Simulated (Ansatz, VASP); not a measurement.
# Two plane-wave programs on BP

Contents of INCAR:

```
SYSTEM = BP
PREC = Accurate
ENCUT = 500
EDIFF = 1E-6
ISMEAR = 0
SIGMA = 0.02
LREAL = .False.
LASPH = .True.
NELM = 120
ALGO = Normal
ISIF = 2
LWAVE = .False.
LCHARG = .True.
GGA = PE
LELF = .True.
LVHAR = .True.
NBANDS = 11
GGA_COMPAT = .False.
```

Contents of KPOINTS:

```
Automatic mesh
0
Gamma
  10 10 10
  0 0 0
```

The input POSCAR:

```
BP
1.0
    0.0000000000      2.2038042079      2.2038042079
    2.2038042079      0.0000000000      2.2038042079
    2.2038042079      2.2038042079      0.0000000000
B P
1 1
Direct
    0.0000000000      0.0000000000      0.0000000000
    0.2500000000      0.2500000000      0.2500000000
```

Input for Ansatz:

```yaml
crystal:
  lattice:
    - [0.0, 2.2038042079, 2.2038042079]
    - [2.2038042079, 0.0, 2.2038042079]
    - [2.2038042079, 2.2038042079, 0.0]
  atoms:
    - { symbol: B, position: [0.0, 0.0, 0.0] }
    - { symbol: P, position: [0.25, 0.25, 0.25] }
basis: {}
kpoints:
  mp_grid: { grid: [10, 10, 10] }
hamiltonian:
  xc: pbe
  pseudopotentials: { kind: nc }
scf:
  occupations: { method: gaussian, width: 0.02 }
output:
  forces: true
  stress: true
  eigenvalues: true
```

Alike in both runs: task single point; functional PBE; k mesh 10 × 10 × 10; occupations gaussian, width 0.02 eV; no spin polarisation.

```csv
,VASP,Ansatz
version,VASP 6.6.1,Ansatz 0.2.0
potentials or method,"VASP PAW PBE potentials, release 64 (B, P)","scalar-relativistic, plane waves"
plane-wave cutoff (eV),500,1116
valence electrons in the cell,8,8
```

```csv
,VASP,Ansatz,Ansatz less VASP
gap on the k mesh at the Fermi level (eV),1.12,1.13,+0.010
least direct gap on the mesh (eV),3.55,3.55,+0.003
pressure (GPa),17.9,18.2,+0.23
```

With one functional, cell and mesh, what is left measures potentials, basis and numerics.
